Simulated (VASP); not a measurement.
## PtSe2 (pbesol): single point with PBEsol

Crystal: PtSe2 (pbesol).

```
CELL_PARAMETERS angstrom
3.75997 0.00000 0.00000
-1.87999 3.25623 0.00000
0.00000 0.00000 4.86260
ATOMIC_POSITIONS crystal
Pt 0.00000 0.00000 0.00000
Se 0.33333 0.66667 0.26086
Se 0.66667 0.33333 0.73914
```

```json
{
 "Program": "VASP 6.6.1",
 "Task": "single point",
 "Functional": "PBEsol",
 "Potentials or basis": "VASP PAW PBE potentials, release 64 (Pt, Se)",
 "Cutoff": "500 eV",
 "k mesh": "15 × 15 × 10",
 "Occupations": "gaussian, width 0.1 eV",
 "Spin": "no spin polarisation",
 "Dipole correction": "no",
 "Further INCAR settings": "ALGO = Normal; EDIFF = 1e-06; NBANDS = 18"
}
```

* Pressure: 0.1 GPa
* Largest force: 0.009 eV/Å
* Band gap on the k mesh: zero (band 11 reaches 7.31 eV, above the bottom of band 12 at 6.48 eV)

Forces on the atoms (eV/Å):
```
Pt   0.000  0.000  0.000
Se   0.000  0.000  0.009
Se   0.000  0.000 -0.009
```

Levels at points of the mesh, in eV from the Fermi level:
```tsv
k point	band 9	band 10	band 11	band 12	band 13	band 14
(0.00, 0.00, 0.00)	-1.02	-1.02	0.75	1.20	1.20	3.27
(0.00, 0.00, 0.50)	-1.68	-1.65	-1.65	2.36	2.36	4.87
```

It took 2.7 min on 1 thread of Intel Xeon 6975P-C, with other jobs on the host, peak memory 0.36 GiB.

Caveat: the PAW data sets were made with another functional, which shifts forces and pressure a little; spin-orbit coupling is left out, which moves the levels of the heavy elements.
